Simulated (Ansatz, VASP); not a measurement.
Two plane-wave programs on MgB2

```
CELL_PARAMETERS angstrom
3.04574 0.00000 0.00000
-1.52287 2.63769 0.00000
0.00000 0.00000 3.47453
ATOMIC_POSITIONS crystal
Mg 0.00000 0.00000 0.00000
B 0.66667 0.33333 0.50000
B 0.33333 0.66667 0.50000
```

Alike in both runs: functional PBE; dispersion D3(BJ); k mesh 15 × 15 × 12; occupations gaussian, width 0.1 eV; no spin polarisation.

Ansatz relaxed the structure, and its values are those at the end. VASP's run is a single point on that final structure, the one shown.

|  | VASP | Ansatz |
| --- | --- | --- |
| version | VASP 6.6.1 | Ansatz 0.2.0 |
| potentials or method | VASP PAW PBE potentials, release 64 (Mg, B), cutoff 600 eV | scalar-relativistic, plane waves, PAW |
| valence electrons in the cell | 8 | 16 |

Ansatz gave:

| Quantity | Value |
| --- | --- |
| gap on the k mesh at the Fermi level (eV) | none |
| pressure (GPa) | 0.0 |

Question: Which values does VASP return?

Answer: gap on the k mesh at the Fermi level (eV): none; pressure (GPa): -0.2.

A gap of «none» marks a metal or a gap that the smearing closes. VASP's potentials hold 8 valence electrons a cell and Ansatz's 16, so a difference there can come from the potentials and not from the codes.
